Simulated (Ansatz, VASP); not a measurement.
# Two plane-wave programs on MgO

```
Mg O
1.0
     0.00000    2.10850    2.10850
     2.10850    0.00000    2.10850
     2.10850    2.10850    0.00000
Mg O
1 1
Direct
  0.00000 0.00000 0.00000
  0.50000 0.50000 0.50000
```

Alike in both runs: task single point; functional PBE; k mesh 6 × 6 × 6; no spin polarisation.

|  | VASP | Ansatz |
| --- | --- | --- |
| version | VASP 6.6.1 | Ansatz 0.2.0 |
| potentials or method | VASP PAW PBE potentials, release 64 (Mg, O), cutoff 600 eV | plane waves, PAW |
| occupations | gaussian, width 0.01 eV | fixed |
| valence electrons in the cell | 8 | 16 |

Ansatz gave:

```
gap on the k mesh at the Fermi level (eV) : 4.71
```

Task: What did VASP give for the same quantities?

Result: gap on the k mesh at the Fermi level (eV): 4.69.

VASP's potentials hold 8 valence electrons a cell and Ansatz's 16, so a difference there can come from the potentials and not from the codes.

The k mesh is coarse, so the values compare programs but aren't converged.
